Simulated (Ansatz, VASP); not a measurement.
Two plane-wave programs on CdO

POSCAR

```
CdO
1.0
    0.0000000000      2.3530040401      2.3530040401
    2.3530040401      0.0000000000      2.3530040401
    2.3530040401      2.3530040401      0.0000000000
Cd O
1 1
Direct
    0.0000000000      0.0000000000      0.0000000000
    0.5000000000      0.5000000000      0.5000000000
```

File INCAR.step1:

```
SYSTEM = CdO
  ALGO = Normal
  EDIFF = 1E-5
  ENCUT = 660
  GGA = PE
  GGA_COMPAT = .FALSE.
  ISMEAR = 1
  LASPH = .TRUE.
  LCHARG = .FALSE.
  LREAL = .FALSE.
  LWAVE = .TRUE.
  NBANDS = 16
  NELM = 120
  PREC = Accurate
  SIGMA = 0.001
```

The input INCAR.step2:

```
SYSTEM = CdO
  ALGO = Normal
  EDIFF = 1E-6
  ENCUT = 660
  GGA_COMPAT = .FALSE.
  ISIF = 2
  ISMEAR = 1
  ISTART = 1
  LASPH = .TRUE.
  LCHARG = .FALSE.
  LMIXTAU = .TRUE.
  LREAL = .FALSE.
  LWAVE = .FALSE.
  METAGGA = R2SCAN
  NBANDS = 16
  NELM = 120
  PREC = Accurate
  SIGMA = 0.001
```

File KPOINTS:

```
k-points
0
G
  6 6 6
  0 0 0
```

Input for Ansatz:

```yaml
crystal:
  lattice:
    - [0.0, 2.3530040401, 2.3530040401]
    - [2.3530040401, 0.0, 2.3530040401]
    - [2.3530040401, 2.3530040401, 0.0]
  atoms:
    - { symbol: Cd, position: [0.0, 0.0, 0.0] }
    - { symbol: O, position: [0.5, 0.5, 0.5] }
kpoints:
  mp_grid: { grid: [6, 6, 6] }
hamiltonian:
  xc: r2scan
scf:
  occupations: { method: methfessel_paxton, width: 0.001 }
  n_extra_bands: 4
output:
  forces: true
  stress: true
  eigenvalues: true
```

Alike in both runs: task single point; functional r2SCAN; k mesh 6 × 6 × 6; occupations methfessel-paxton of order 1, width 0.001 eV; no spin polarisation.

|  | VASP | Ansatz |
| --- | --- | --- |
| version | VASP 6.6.1 | Ansatz 0.2.0 |
| potentials or method | VASP PAW PBE potentials, release 64 (Cd, O) | plane waves |
| plane-wave cutoff (eV) | 660 | 500 |
| valence electrons in the cell | 18 | 26 |

Ansatz gave:

* gap on the k mesh at the Fermi level (eV): 0.09
* pressure (GPa): 0.0

Q: Which values does VASP return?

A: gap on the k mesh at the Fermi level (eV): 0.06; pressure (GPa): 1.5.

VASP's potentials were made for PBE, not for r2SCAN. VASP's potentials hold 18 valence electrons a cell and Ansatz's 26, so a difference there can come from the potentials and not from the codes.
